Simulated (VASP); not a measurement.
# Ga (Fd-3m) in VASP: further runs, part 2 of 2

VASP 6.6.1. The steps go on from the part before.

**4. Relaxation of cell and atoms, PBE+D3(BJ), target pressure 20 GPa, at which the enthalpy is minimised**

File INCAR:

```
SYSTEM = Ga
PREC     = Accurate       ! precision mode
ENCUT    = 500            ! plane-wave cutoff, eV
EDIFF    = 1E-7           ! SCF threshold, eV
ISMEAR   = -1             ! smearing method
SIGMA    = 0.1            ! smearing width, eV
LREAL    = .FALSE.        ! projectors in reciprocal space
LASPH    = .TRUE.         ! aspherical terms in the spheres
NELM     = 120            ! most SCF steps
ALGO     = Normal         ! electronic algorithm
ISIF     = 3              ! what is computed and relaxed
LWAVE    = .FALSE.        ! write WAVECAR
LCHARG   = .FALSE.        ! write CHGCAR
GGA      = PE             ! functional
IVDW     = 12             ! dispersion correction
IBRION   = 2              ! ionic algorithm
NSW      = 80             ! ionic steps
EDIFFG   = -0.02          ! ionic threshold
PSTRESS  = 200.0        
GGA_COMPAT= .FALSE.      
NELMIN   = 4
```

File KPOINTS:

```
Automatic mesh
0
G
  6 6 6
  0 0 0
```

File POSCAR:

```
Ga
1.0
    0.0000000000      2.6950000000      2.6950000000
    2.6950000000      0.0000000000      2.6950000000
    2.6950000000      2.6950000000      0.0000000000
Ga
2
Direct
    1.0000000000      1.0000000000      1.0000000000
    0.2500000000      0.2500000000      0.2500000000
```

Potentials or basis: VASP PAW PBE potentials, release 64 (Ga_d).

Started as:

```console
$ cat potpaw_PBE.64/Ga_d/POTCAR > POTCAR
$ mpirun -np 1 vasp_std > vasp.out
```

OUTCAR:

```text
SYSTEM = Ga
   PREC = Accurate
   ENCUT = 500
   EDIFF = 1E-7
   ISMEAR = -1
   LREAL = .FALSE.
   LASPH = .TRUE.
   NELM = 120
   ISIF = 3
   GGA = PE
   IVDW = 12
   IBRION = 2
   NSW = 80
   EDIFFG = -0.02
   PSTRESS = 200.0
   NELMIN = 4
 IVDW          = 12

 ion  position               nearest neighbor table
   1  0.000  0.000  0.000-   2 2.33   2 2.33   2 2.33   2 2.33
   2  0.250  0.250  0.250-   1 2.33   1 2.33   1 2.33   1 2.33

  LATTYP: Found a face centered cubic cell.
 ALAT       =     5.3900000000

  Lattice vectors:

 A1 = (   0.0000000000,   2.6950000000,   2.6950000000)
 A2 = (   2.6950000000,   0.0000000000,   2.6950000000)
 A3 = (   2.6950000000,   2.6950000000,   0.0000000000)

Analysis of symmetry for initial positions (statically):
=====================================================================
 Subroutine PRICEL returns:
 Original cell was already a primitive cell.

 Routine SETGRP: Setting up the symmetry group for a
 face centered cubic supercell.

 Subroutine GETGRP returns: Found 48 space group operations
 (whereof 24 operations were pure point group operations)
 out of a pool of 48 trial point group operations.

The static configuration has the point symmetry T_d .
 The point group associated with its full space group is O_h .

Analysis of symmetry for dynamics (positions and initial velocities):
[... 125 lines left out ...]
  Fermi-wavevector in a.u.,A,eV,Ry     =   1.428336  2.699164 27.757857  2.040145
  Thomas-Fermi vector in A             =   2.548409
   LORBIT       =      0    0 simple, 1 ext, 2 COOP (PROOUT), +10 PAW based schemes
   GGA     = PE    functional components
   LHFCALC =     F    Hartree Fock is set to
   AEXX    =    0.0000 exact exchange contribution
   IVDW    =    12    specifies the selected vdW correction
   LEPSILON=     F    determine dielectric tensor
   LRPA    =     F    only Hartree local field effects (RPA)
 conjugate gradient relaxation of ions
 non-spin polarized calculation
  energy-cutoff  :      500.00
  volume of cell :       39.15
 maximum number of plane-waves:      1018
   NGX = 13   NGY = 13   NGZ = 13

--------------------------------------- Ionic step        1  -------------------------------------------

 number of electron      25.9999997 magnetization

 Free energy of the ion-electron system (eV)
  ---------------------------------------------------
  ext. energy  EPLUGINS =         0.00000000
  ---------------------------------------------------
  free energy    TOTEN  =        -4.74694813 eV

  energy without entropy =       -4.70804325  energy(sigma->0) =       -4.72749569

------------------------ aborting loop because EDIFF is reached ----------------------------------------

 Edisp (eV)   -0.59749

 E8    (eV) :    -0.2826
[... 75 lines left out ...]
--------------------------------------- Ionic step        3  -------------------------------------------

 number of electron      25.9999971 magnetization

 Free energy of the ion-electron system (eV)
  ---------------------------------------------------
  ext. energy  EPLUGINS =         0.00000000
  ---------------------------------------------------
  free energy    TOTEN  =        -4.54875197 eV

  energy without entropy =       -4.51074993  energy(sigma->0) =       -4.52975095

 E-fermi :   4.7784     XC(G=0): -10.7230

 val. band max:        4.7117109596   @ k =  -0.1667   0.1667   0.0000
 cond. band min:       4.8718095421   @ k =   0.5000   0.3333   0.1667
 fundamental gap:      0.1600985825
 Fermi energy:         4.7784478264

 k-point     1 :       0.0000    0.0000    0.0000
  band No.  band energies     occupation
      1     -10.3338      2.00000
      2     -10.3338      2.00000
      3     -10.3338      2.00000
      4     -10.2704      2.00000
      5     -10.2704      2.00000
      6      -9.6989      2.00000
[... 346 lines left out ...]
  energy  without entropy=       -5.1333976925  energy(sigma->0) =       -5.15239871

  enthalpy is  TOTEN    =        -0.4820177310 eV   P V=        4.6893819987

 reached required accuracy - stopping structural energy minimisation
```

OSZICAR:

```text
N       E                     dE             d eps       ncg     rms          rms(c)
DAV:   1     0.113007021853E+03    0.11301E+03   -0.14192E+04   568   0.282E+03
DAV:   2     0.290223217150E+01   -0.11010E+03   -0.10872E+03   592   0.363E+02
DAV:   3    -0.466112171688E+01   -0.75634E+01   -0.75311E+01   610   0.949E+01
[... 27 lines left out ...]
DAV:   5    -0.454873564734E+01    0.19154E-03   -0.12244E-03   627   0.584E-01    0.946E-03
DAV:   6    -0.454875214270E+01   -0.16495E-04   -0.85294E-05   698   0.936E-02    0.317E-03
DAV:   7    -0.454875223268E+01   -0.89978E-07   -0.19174E-06   720   0.192E-02    0.179E-03
DAV:   8    -0.454875196394E+01    0.26874E-06   -0.59964E-07   593   0.134E-02    0.133E-04
DAV:   9    -0.454875196760E+01   -0.36616E-08   -0.40504E-08   295   0.347E-03
   3 F= -.48201773E+00 E0= -.46301671E+00  d E =-.243949E-01
```

CONTCAR:

```text
Ga
   1.00000000000000
     0.0000000000000000    2.6582066145257044    2.6582066145257044
     2.6582066145257044   -0.0000000000000000    2.6582066145257044
     2.6582066145257044    2.6582066145257044   -0.0000000000000000
  Ga
     2
Direct
     0.0000000000000000    0.0000000000000000    0.0000000000000000
     0.2500000000000000    0.2500000000000000    0.2500000000000000

  0.00000000E+00  0.00000000E+00  0.00000000E+00
  0.00000000E+00  0.00000000E+00  0.00000000E+00
```

Wall time 58 s (1 thread of Intel Xeon Platinum 8259CL at 2.50GHz (Skylake/Cascade Lake), shared host); peak memory 0.16 GiB.

Results:

| Property | Result |
| --- | --- |
| Free energy | -5.1714 eV |
| Relaxed volume | 18.78 Å³/atom |
| Relaxed cell | a = 3.759 Å, b = 3.759 Å, c = 3.759 Å, α = 60.00°, β = 60.00°, γ = 60.00° |
| Space group after relaxing (to 0.1 Å) | Fd-3m (No. 227) |
| Energy change on relaxing (the run minimises the enthalpy) | +86.5 meV/atom |
| Ionic steps | 3 |
| Pressure after relaxing | 20.0 GPa |
| Band gap on the k mesh | zero (bands 13 and 14 overlap by 5.59 eV) |
| Dispersion energy per atom | -0.311 eV |

Step by step:
| step | energy change (eV) | largest force (eV/Å) | pressure (GPa) | volume (Å³) |
| --- | --- | --- | --- | --- |
| 1 | 0.0000 | 0.0000 | 15.25 | 39.15 |
| 2 | 0.4028 | 0.0000 | 25.88 | 35.95 |
| 3 | 0.1730 | 0.0000 | 19.97 | 37.57 |

Final structure:
```
CELL_PARAMETERS angstrom
0.00000 2.65821 2.65821
2.65821 0.00000 2.65821
2.65821 2.65821 0.00000
ATOMIC_POSITIONS crystal
Ga 0.00000 0.00000 0.00000
Ga 0.25000 0.25000 0.25000
```

Caveat: the cell is relaxed towards a set pressure, so the run minimises the enthalpy, not the energy.

**5. Relaxation of cell and atoms, PBE+D3(BJ), target pressure 30 GPa, at which the enthalpy is minimised**

File INCAR:

```
PREC = Accurate
ENCUT = 500
EDIFF = 1E-7
ISMEAR = -1
SIGMA = 0.1
LREAL = False
LASPH = True
NELM = 120
ALGO = Normal
ISIF = 3
LWAVE = False
LCHARG = False
GGA = PE
IVDW = 12
IBRION = 2
NSW = 80
EDIFFG = -0.02
PSTRESS = 300.0
GGA_COMPAT = False
NELMIN = 4
```

File KPOINTS:

```
regular mesh
0
Gamma
  6 6 6
```

POSCAR is that of step 4.

Started as:

```console
$ cat potpaw_PBE.64/Ga_d/POTCAR > POTCAR
$ mpirun -np 1 vasp_std > vasp.out
```

Run time: 82 s. Hardware: 1 thread of Intel Xeon Platinum 8259CL at 2.50GHz (Skylake/Cascade Lake), shared host; peak memory 0.16 GiB.

It converged, with:

| Item | Value |
| --- | --- |
| Free energy | -4.7771 eV |
| Relaxed volume | 17.50 Å³/atom |
| Relaxed cell | a = 3.672 Å, b = 3.672 Å, c = 3.672 Å, α = 60.00°, β = 60.00°, γ = 60.00° |
| Space group after relaxing (to 0.1 Å) | Fd-3m (No. 227) |
| Energy change on relaxing (the run minimises the enthalpy) | +283.7 meV/atom |
| Ionic steps | 4 |
| Pressure after relaxing | 29.9 GPa |
| Band gap on the k mesh | zero (bands 13 and 14 overlap by 6.06 eV) |
| Dispersion energy per atom | -0.334 eV |

Step by step:
| step | energy change (eV) | largest force (eV/Å) | pressure (GPa) | volume (Å³) |
| --- | --- | --- | --- | --- |
| 1 | 0.0000 | 0.0000 | 15.25 | 39.15 |
| 2 | 2.0263 | 0.0000 | 63.88 | 29.80 |
| 3 | 0.5415 | 0.0000 | 29.27 | 35.15 |
| 4 | 0.5673 | 0.0000 | 29.89 | 35.01 |

Final structure:
```yaml
crystal:
  lattice:
    - [0.00000, 2.59637, 2.59637]
    - [2.59637, 0.00000, 2.59637]
    - [2.59637, 2.59637, 0.00000]
  atoms:
    - { symbol: Ga, position: [0.00000, 0.00000, 0.00000] }
    - { symbol: Ga, position: [0.25000, 0.25000, 0.25000] }
```

Levels at points of the mesh, in eV from the Fermi level:
```
           k point  band 10  band 11  band 12  band 13  band 14  band 15  band 16  band 17
(0.00, 0.00, 0.00)   -14.35   -11.49     4.09     4.09     4.09     6.04     6.04     6.04
(0.50, 0.00, 0.00)   -14.33    -8.15    -5.87     1.90     1.90     5.42     6.96     6.96
(0.50, 0.50, 0.00)   -14.29    -6.10    -6.10    -0.77    -0.77     3.37     3.37    15.99
```

Caveat: the cell is relaxed towards a set pressure, so the run minimises the enthalpy, not the energy.

**6. Single point, PBE+D3(BJ)**

This run uses another cell than the first one, of 17.46 Å³/atom.

File INCAR:

```
SYSTEM = Ga
ALGO = Normal ; EDIFF = 1E-6
ENCUT = 500 ; GGA = PE
GGA_COMPAT = .FALSE. ; ISIF = 2
ISMEAR = -1 ; IVDW = 12
LASPH = .TRUE. ; LCHARG = .TRUE.
LELF = .TRUE. ; LREAL = .FALSE.
LVHAR = .TRUE. ; LWAVE = .FALSE.
NBANDS = 20 ; NELM = 120
PREC = Accurate ; SIGMA = 0.1
```

File KPOINTS:

```
k-points
0
G
  6 6 6
  0 0 0
```

File POSCAR:

```
Ga
1.0
    0.0000000000      2.5943951990      2.5943951990
    2.5943951990      0.0000000000      2.5943951990
    2.5943951990      2.5943951990      0.0000000000
Ga
2
Direct
    1.0000000000      1.0000000000      1.0000000000
    0.2500000000      0.2500000000      0.2500000000
```

Potentials or basis: VASP PAW PBE potentials, release 64 (Ga_d).

Started as:

```console
$ cat potpaw_PBE.64/Ga_d/POTCAR > POTCAR
$ mpirun -np 1 vasp_std > vasp.out
```

Run time: 15 s. Hardware: 1 thread of AMD EPYC 7R43 (Zen 3), shared host; peak memory 0.13 GiB.

It converged, with:

```
Free energy                : -4.7618 eV
Pressure                   : 30.3 GPa
Band gap on the k mesh     : zero (bands 13 and 14 overlap by 6.07 eV)
Dispersion energy per atom : -0.335 eV
```

Levels at points of the mesh, in eV from the Fermi level:
```csv
k point,band 10,band 11,band 12,band 13,band 14,band 15,band 16,band 17
"(0.00, 0.00, 0.00)",-14.35,-11.51,4.10,4.10,4.10,6.05,6.05,6.05
"(0.50, 0.00, 0.00)",-14.34,-8.16,-5.88,1.90,1.90,5.44,6.97,6.97
"(0.50, 0.50, 0.00)",-14.29,-6.11,-6.11,-0.78,-0.78,3.37,3.37,16.02
```

Caveat: the cell stands under pressure.

**7. The runs side by side**

```csv
task,cell,gap on the mesh (eV),pressure (GPa)
relaxation of cell and atoms,"relaxed from a = 3.811 Å, angles 60.0°, 2 atoms",none,0.1
relaxation of cell and atoms,"relaxed to 10 GPa from a = 3.811 Å, angles 60.0°, 2 atoms",none,10.0
relaxation of cell and atoms,"relaxed to 20 GPa from a = 3.811 Å, angles 60.0°, 2 atoms",none,20.0
relaxation of cell and atoms,"relaxed to 30 GPa from a = 3.811 Å, angles 60.0°, 2 atoms",none,29.9
single point,"a = 3.669 Å, angles 60.0°, 2 atoms",none,30.3
```

Alike in all rows: level PBE+D3(BJ); potentials or basis VASP PAW PBE potentials, release 64 (Ga_d); no spin polarisation; k mesh 6 × 6 × 6; cutoff (eV) 500; smearing fermi-dirac 0.1 eV.

Caveats: the cell is relaxed towards a set pressure, so the run minimises the enthalpy, not the energy (at least some runs); the volume moved by over 15 % at a fixed basis, so the end points are rough (at least some runs); the cell stands under pressure (at least some runs).

Absolute energies hang on the potentials; compare differences alone.
